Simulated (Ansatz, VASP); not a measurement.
## Two plane-wave programs on WS2

Contents of POSCAR:

```
WS2
1.0
    3.1842228900      0.0000000000      0.0000000000
   -1.5921114500      2.7576179200      0.0000000000
    0.0000000000      0.0000000000     12.9782823600
W S
2 4
Direct
    0.3333333300      0.6666666700      0.2500000000
    0.6666666700      0.3333333300      0.7500000000
    0.3333333300      0.6666666700      0.6298049400
    0.6666666700      0.3333333300      0.1298049400
    0.3333333300      0.6666666700      0.8701950600
    0.6666666700      0.3333333300      0.3701950600
```

The input INCAR.step1:

```
  ALGO = Normal
  EDIFF = 1E-4
  ENCUT = 520
  GGA = PE
  ISMEAR = 0
  LASPH = True
  LCHARG = False
  LREAL = False
  LWAVE = True
  NBANDS = 35
  NELM = 80
  PREC = Accurate
  SIGMA = 0.1
```

The input INCAR.step2:

```
  ALGO = Normal
  EDIFF = 1E-6
  ENCUT = 520
  ISIF = 2
  ISMEAR = 0
  ISTART = 1
  LASPH = True
  LCHARG = False
  LMIXTAU = True
  LREAL = False
  LWAVE = False
  METAGGA = R2SCAN
  NBANDS = 35
  NELM = 80
  PREC = Accurate
  SIGMA = 0.1
```

File KPOINTS:

```
k-points
0
Gamma
  6 6 2
```

Input for Ansatz:

```yaml
crystal:
  lattice:
    - [3.18422289, 0.0, 0.0]
    - [-1.59211145, 2.75761792, 0.0]
    - [0.0, 0.0, 12.97828236]
  atoms:
    - { symbol: W, position: [0.33333333, 0.66666667, 0.25] }
    - { symbol: W, position: [0.66666667, 0.33333333, 0.75] }
    - { symbol: S, position: [0.33333333, 0.66666667, 0.62980494] }
    - { symbol: S, position: [0.66666667, 0.33333333, 0.12980494] }
    - { symbol: S, position: [0.33333333, 0.66666667, 0.87019506] }
    - { symbol: S, position: [0.66666667, 0.33333333, 0.37019506] }
basis:
  ecutwfc: 500
kpoints:
  mp_grid: { grid: [6, 6, 2] }
hamiltonian:
  xc: r2scan
  pseudopotentials: { kind: paw, azcp: { folder: soft_1 } }
scf:
  occupations: { method: gaussian, width: 0.1 }
output:
  forces: true
  stress: true
  eigenvalues: true
```

Alike in both runs: task single point; functional r2SCAN; k mesh 6 × 6 × 2; occupations gaussian, width 0.1 eV; no spin polarisation.

|  | VASP | Ansatz |
| --- | --- | --- |
| version | VASP 6.6.1 | Ansatz 0.2.0 |
| potentials or method | VASP PAW PBE potentials, release 64 (W_sv, S), cutoff 520 eV | scalar-relativistic, plane waves, PAW |
| valence electrons in the cell | 52 | 52 |

Ansatz gave:

| Quantity | Value |
| --- | --- |
| gap on the k mesh at the Fermi level (eV) | 1.34 |
| least direct gap on the mesh (eV) | 1.86 |
| pressure (GPa) | -0.2 |
| traceless stress, the component that is largest in VASP (GPa) | 0.13 |
| rms of the force components (eV/Å) | 0.010 |

Task: Which values does VASP return?

Result: gap on the k mesh at the Fermi level (eV): 1.35; least direct gap on the mesh (eV): 1.87; pressure (GPa): -0.1; traceless stress, the component that is largest in VASP (GPa): 0.07; rms of the force components (eV/Å): 0.003.

VASP's potentials were made for PBE, not for r2SCAN. Atom by atom the forces differ by 0.007 eV/Å (rms over components).

Spin-orbit coupling is off throughout.
